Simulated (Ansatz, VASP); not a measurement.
## Two plane-wave programs on Cu

```
CELL_PARAMETERS angstrom
0.00000 1.73972 1.80750
1.87528 0.00000 1.80750
1.87528 1.73972 0.00000
ATOMIC_POSITIONS crystal
Cu 0.00000 0.00000 0.00000
```

Change from the starting cell: strain +0.0375 x Voigt [1, -1, 0, 0, 0, 0], atoms carried along.

Alike in both runs: task single point; functional r2SCAN; k mesh 22 × 22 × 22; occupations gaussian, width 0.15 eV; no spin polarisation.

```csv
,VASP,Ansatz
version,VASP 6.6.1,Ansatz 0.2.0
potentials or method,"VASP PAW PBE potentials, release 64 (Cu), cutoff 520 eV","scalar-relativistic, plane waves, PAW"
valence electrons in the cell,11,19
```

VASP gave:

```
gap on the k mesh at the Fermi level (eV)                     : none
pressure (GPa)                                                : -3.9
traceless stress, the component that is largest in VASP (GPa) : -2.39
```

**Question.** What did Ansatz give for the same quantities?

**Answer.** gap on the k mesh at the Fermi level (eV): none; pressure (GPa): -4.5; traceless stress, the component that is largest in VASP (GPa): -2.40.

VASP's potentials were made for PBE, not for r2SCAN. A gap of «none» marks a metal or a gap that the smearing closes. VASP's potentials hold 11 valence electrons a cell and Ansatz's 19, so a difference there can come from the potentials and not from the codes.
